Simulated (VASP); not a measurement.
Input of a VASP 6.6.1 run:

INCAR

```
SYSTEM = In2O3
  PREC = Accurate
  ENCUT = 520
  EDIFF = 1E-6
  ISMEAR = -1
  SIGMA = 0.1
  LREAL = .False.
  LASPH = .True.
  NELM = 60
  ALGO = Normal
  ISIF = 2
  LWAVE = .False.
  LCHARG = .False.
  GGA = PE
  NBANDS = 55
```

File KPOINTS:

```
regular mesh
0
Gamma
  6 6 6
  0 0 0
```

File POSCAR:

```
In2O3
1.0
    2.6719040000      4.6278690000      0.0000000000
   -2.6719040000      4.6278690000      0.0000000000
    0.0000000000     -3.0852460000      4.8621000000
In O
4 6
Direct
    0.3521600000      0.3521600000      0.0564800000
    0.1478400000      0.1478400000      0.4435200000
    0.6478400000      0.6478400000      0.9435200000
    0.8521600000      0.8521600000      0.5564800000
    0.5562400000      0.9437600000      0.7500000000
    0.2500000000      0.5562400000      0.7500000000
    0.9437600000      0.2500000000      0.7500000000
    0.4437600000      0.0562400000      0.2500000000
    0.7500000000      0.4437600000      0.2500000000
    0.0562400000      0.7500000000      0.2500000000
```

Potentials or basis: VASP PAW PBE potentials, release 64 (In_d, O).

The run is started by

```bash
$ cat potpaw_PBE.64/In_d/POTCAR potpaw_PBE.64/O/POTCAR > POTCAR
$ mpirun -np 1 vasp_std > vasp.out
```

(1) What does it give for the pressure?

(2) Predict the largest force.

## Answers

(1) 20.7 GPa.

(2) 0.494 eV/Å.
